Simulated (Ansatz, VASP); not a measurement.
**One calculation of Ti, two programs**

The input INCAR:

```
ALGO     = Fast           # electronic algorithm
EDIFF    = 1E-7           # SCF threshold, eV
ENCUT    = 520            # plane-wave cutoff, eV
ISIF     = 2              # what is computed and relaxed
ISMEAR   = 0              # smearing method
LASPH    = True           # aspherical terms in the spheres
LCHARG   = False          # write CHGCAR
LREAL    = False          # projectors in reciprocal space
LWAVE    = False          # write WAVECAR
NBANDS   = 12             # bands
NELM     = 100            # most SCF steps
PREC     = Accurate       # precision mode
SIGMA    = 0.15           # smearing width, eV
```

KPOINTS

```
k-points
0
Gamma
  22 22 22
```

POSCAR

```
Ti
1.0
    0.0000000000      2.3628888880      1.6060555772
    2.3628888880      0.0000000000      1.6060555772
    2.3628888880      2.3628888880      0.0000000000
Ti
1
Direct
    0.0000000000      0.0000000000      0.0000000000
```

Input for Ansatz:

```yaml
crystal:
  lattice:
    - [0.0, 2.362888888, 1.6060555772]
    - [2.362888888, 0.0, 1.6060555772]
    - [2.362888888, 2.362888888, 0.0]
  atoms:
    - { symbol: Ti, position: [0.0, 0.0, 0.0] }
basis:
  ecutwfc: 520.0
kpoints:
  mp_grid: { grid: [22, 22, 22] }
hamiltonian:
  xc: lda
  pseudopotentials: { kind: paw, azcp: { folder: soft_1 } }
scf:
  occupations: { method: gaussian, width: 0.15 }
output:
  forces: true
  stress: true
  eigenvalues: true
  write_density: true
  write_potential: true
  elf: true
  volumetric_format: npy
```

Alike in both runs: task single point; functional LDA; k mesh 22 × 22 × 22; occupations gaussian, width 0.15 eV; no spin polarisation.

|  | VASP | Ansatz |
| --- | --- | --- |
| version | VASP 6.6.1 | Ansatz 0.2.0 |
| potentials or method | VASP PAW LDA potentials, release 64 (Ti_sv), cutoff 520 eV | scalar-relativistic, plane waves, PAW |
| valence electrons in the cell | 12 | 12 |

|  | VASP | Ansatz | Ansatz less VASP |
| --- | --- | --- | --- |
| gap on the k mesh at the Fermi level (eV) | none | none | - |
| pressure (GPa) | -12.0 | -11.9 | +0.01 |
| traceless stress, the component that is largest in VASP (GPa) | -0.74 | -0.74 | -0.007 |

Ansatz warns that its potentials were made for another functional, while VASP's fit it. LDA's correlation is that of Perdew and Zunger in VASP and of Perdew and Wang (1992) in Ansatz. A gap of «none» marks a metal or a gap that the smearing closes.
